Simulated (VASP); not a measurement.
Wanted: the native input for a VASP 6.6.1 run.

```yaml
Task: single point
Functional: PBE
Potentials_or_basis: VASP PAW PBE potentials, release 64 (Ag, Cl)
Cutoff: 520 eV
k_mesh: 8 × 8 × 8
Occupations: gaussian, width 0.02 eV
Spin: no spin polarisation
Dipole_correction: no
Further_INCAR_settings: ALGO = Normal; EDIFF = 1e-06; NBANDS = 16
```

The structure of AgCl lies in POSCAR:

```
AgCl
1.0
    0.0000000000      2.6888435136      2.6888435136
    2.6888435136      0.0000000000      2.6888435136
    2.6888435136      2.6888435136      0.0000000000
Ag Cl
1 1
Direct
    0.0000000000      0.0000000000      0.0000000000
    0.5000000000      0.5000000000      0.5000000000
```

This cell differs from its parent crystal: volume scaled by 0.88.

One way to write it, as run:

INCAR

```
SYSTEM = AgCl
  PREC = Accurate
  ENCUT = 520
  EDIFF = 1E-6
  ISMEAR = 0
  SIGMA = 0.02
  LREAL = .False.
  LASPH = .True.
  NELM = 80
  ALGO = Normal
  ISIF = 2
  LWAVE = .False.
  LCHARG = .True.
  GGA = PE
  LELF = .True.
  LVHAR = .True.
  NBANDS = 16
```

KPOINTS

```
regular mesh
0
Gamma
  8 8 8
  0 0 0
```

Potentials or basis: VASP PAW PBE potentials, release 64 (Ag, Cl).

Command:

```console
$ cat potpaw_PBE.64/Ag/POTCAR potpaw_PBE.64/Cl/POTCAR > POTCAR
$ mpirun -np 1 vasp_std > vasp.out
```

Results of the run:

* Pressure: 7.3 GPa
* Band gap on the k mesh: 0.91 eV, indirect (least direct gap 3.51 eV)

Wall time 7.4 s on 1 thread of Intel(R) Xeon(R) 6975P-C (Granite Rapids), on a shared host, peak memory 0.16 GiB.
